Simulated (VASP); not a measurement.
Wanted: the native input for a VASP 6.6.1 run.

- Task: single point
- Functional: RPBE
- Potentials or basis: VASP PAW PBE potentials, release 64 (Ba_sv)
- Cutoff: 520 eV
- k mesh: 4 × 4 × 4
- Occupations: fermi-dirac, width 0.1 eV
- Spin: no spin polarisation
- Dipole correction: no
- Further INCAR settings: ALGO = Normal; EDIFF = 1e-06; NBANDS = 50

The structure of Ba lies in POSCAR:

```
Ba
1.0
    8.2512809670      0.0000000000      0.0000000000
    0.0000000000      8.2512809670      0.0000000000
    0.0000000000      0.0000000000      8.2512809670
Ba
8
Direct
    0.0000000000      0.0000000000      0.0000000000
    0.5000000000      0.5000000000      0.5000000000
    0.2500000000      1.0000000000      0.5000000000
    0.7500000000      1.0000000000      0.5000000000
    0.5000000000      0.2500000000      0.0000000000
    0.5000000000      0.7500000000      1.0000000000
    0.0000000000      0.5000000000      0.2500000000
    0.0000000000      0.5000000000      0.7500000000
```

The input as run:

INCAR

```
  PREC = Accurate
  ENCUT = 520
  EDIFF = 1E-6
  ISMEAR = -1
  SIGMA = 0.1
  LREAL = False
  LASPH = True
  NELM = 100
  ALGO = Normal
  ISIF = 2
  LWAVE = False
  LCHARG = True
  GGA = RP
  LELF = True
  LVHAR = True
  NBANDS = 50
```

KPOINTS

```
Automatic mesh
0
Gamma
  4 4 4
```

Potentials or basis: VASP PAW PBE potentials, release 64 (Ba_sv).

Run with:

```sh
$ cat potpaw_PBE.64/Ba_sv/POTCAR > POTCAR
$ mpirun -np 1 vasp_std > vasp.out
```

Results of the run:

| Quantity | Value |
| --- | --- |
| Pressure | 0.0 GPa |
| Band gap on the k mesh | zero (bands 40 and 41 overlap by 0.04 eV) |

Caveat: the PAW data sets were made with another functional, which shifts forces and pressure a little; spin-orbit coupling is left out, which moves the levels of the heavy elements.

Run time: 9.9 min on 1 thread of Oxide Virtual Turin-like Processor, with other jobs on the host, peak memory 0.61 GiB.
